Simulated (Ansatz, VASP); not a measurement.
# KCl: VASP beside Ansatz

POSCAR

```
KCl
1.0
    0.0000000000      3.5072828304      3.5072828304
    3.5072828304      0.0000000000      3.5072828304
    3.5072828304      3.5072828304      0.0000000000
K Cl
1 1
Direct
    0.0000000000      0.0000000000      0.0000000000
    0.2500000000      0.2500000000      0.2500000000
```

INCAR.step1

```
SYSTEM = KCl
PREC = Accurate
ENCUT = 520
EDIFF = 1E-5
ISMEAR = 0
SIGMA = 0.01
LREAL = .False.
LASPH = .True.
NELM = 80
ALGO = Normal
ISIF = 2
LWAVE = .True.
GGA = PE
NBANDS = 15
```

The input INCAR.step2:

```
SYSTEM = KCl
PREC = Accurate
ENCUT = 520
EDIFF = 1E-6
ISMEAR = 0
SIGMA = 0.01
LREAL = .False.
LASPH = .True.
NELM = 80
ALGO = Normal
ISIF = 2
LWAVE = .False.
LCHARG = .True.
GGA = PE
LHFCALC = .True.
AEXX = 0.75
HFSCREEN = 0.5
PRECFOCK = Normal
LELF = .True.
LVHAR = .True.
ISTART = 1
NBANDS = 15
```

The input KPOINTS:

```
Automatic mesh
0
Gamma
  4 4 4
  0 0 0
```

Input for Ansatz:

```yaml
crystal:
  lattice:
    - [0.0, 3.5072828304, 3.5072828304]
    - [3.5072828304, 0.0, 3.5072828304]
    - [3.5072828304, 3.5072828304, 0.0]
  atoms:
    - { symbol: K, position: [0.0, 0.0, 0.0] }
    - { symbol: Cl, position: [0.25, 0.25, 0.25] }
kpoints:
  mp_grid: { grid: [4, 4, 4] }
hamiltonian:
  xc: { exchange: pbe, correlation: pbe, exx: { coeff: 0.75, omega: 0.5 } }
scf:
  occupations: { method: fixed }
  n_extra_bands: 4
output:
  forces: true
  stress: true
  eigenvalues: true
```

Alike in both runs: task single point; functional PBE-based screened hybrid; k mesh 4 × 4 × 4; no spin polarisation.

|  | VASP | Ansatz |
| --- | --- | --- |
| version | VASP 6.6.1 | Ansatz 0.2.0 |
| potentials or method | VASP PAW PBE potentials, release 64 (K_sv, Cl) | plane waves |
| plane-wave cutoff (eV) | 520 | 420 |
| occupations | gaussian, width 0.01 eV | fixed |
| valence electrons in the cell | 16 | 16 |

```tsv
	VASP	Ansatz	Ansatz less VASP
gap on the k mesh at the Fermi level (eV)	6.72	6.72	+0.007
pressure (GPa)	-0.1	-0.1	-0.02
```

VASP's potentials were made for PBE, not for PBE-based screened hybrid. Ansatz's warnings: stress exchange threshold loose, stress scf threshold loose.
